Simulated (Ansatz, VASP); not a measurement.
**HfSc2O3 in VASP and in Ansatz**

```
Hf Sc O
1.0
     4.59467    0.00000    0.00000
    -2.29733    3.97910    0.00000
     0.00000    0.00000    4.17260
Hf Sc O
1 2 3
Direct
  0.00000 0.00000 0.50000
  0.33333 0.66667 0.00000
  0.66667 0.33333 0.00000
  0.33333 0.66667 0.50000
  0.66667 0.33333 0.50000
  0.00000 0.00000 0.00000
```

Alike in both runs: functional PBE; k mesh 12 × 12 × 10; occupations gaussian, width 0.1 eV; no spin polarisation.

Ansatz relaxed the structure, and its values are those at the end. VASP's run is a single point on that final structure, the one shown.

```csv
,VASP,Ansatz
version,VASP 6.6.1,Ansatz 0.2.0
potentials or method,"VASP PAW PBE potentials, release 64 (Hf_pv, Sc_sv, O), cutoff 520 eV","scalar-relativistic, plane waves, PAW"
valence electrons in the cell,50,66
```

VASP gave:

- gap on the k mesh at the Fermi level (eV): none
- pressure (GPa): -0.4

Problem. What did Ansatz give for the same quantities?

Solution. gap on the k mesh at the Fermi level (eV): none; pressure (GPa): 0.0.

A gap of «none» marks a metal or a gap that the smearing closes. VASP's potentials hold 50 valence electrons a cell and Ansatz's 66, so a difference there can come from the potentials and not from the codes.

Neither program's run includes spin-orbit coupling.
